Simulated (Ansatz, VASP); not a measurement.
Two plane-wave programs on HOs12

```xyz
13
Lattice="5.4800 0.0000 0.0000 -4.1100 7.1187 0.0000 0.0000 0.0000 4.3265" Properties=species:S:1:pos:R:3 pbc="T T T"
Os   -0.0274   -0.0140   -0.0154
Os   -0.0297    1.5917    2.1808
Os   -1.3661    2.3936    0.0031
Os   -1.3634    3.9586    2.1584
Os   -2.7327    4.7306    0.0058
Os   -2.7390    6.2975    2.1874
Os    2.7727   -0.0105   -0.0169
Os    2.7729    1.5999    2.1814
Os    1.3696    2.4031   -0.0232
Os    1.3669    3.9714    2.1589
Os   -0.0028    4.7438    0.0069
Os    0.0034    6.3090    2.1622
H     1.3898    0.7968    1.0934
```

Alike in both runs: functional PBE; k mesh 3 × 2 × 3; occupations fermi-dirac, width 0.05 eV; no spin polarisation.

Ansatz relaxed the structure, and its values are those at the end. VASP's run is a single point on that final structure, the one shown.

|  | VASP | Ansatz |
| --- | --- | --- |
| version | VASP 6.6.1 | Ansatz 0.2.0 |
| potentials or method | VASP PAW PBE potentials, release 64 (Os, H), cutoff 520 eV | scalar-relativistic, plane waves, PAW |
| valence electrons in the cell | 97 | 193 |

VASP gave:

- rms of the force components (eV/Å): 0.032

Q: Estimate Ansatz's values.

A: rms of the force components (eV/Å): 0.020.

The functional is the same, so the differences come from potentials, cutoffs and numerics. VASP's potentials hold 97 valence electrons a cell and Ansatz's 193, so a difference there can come from the potentials and not from the codes.

The k mesh is coarse, so the values compare programs but aren't converged. Neither program's run includes spin-orbit coupling.
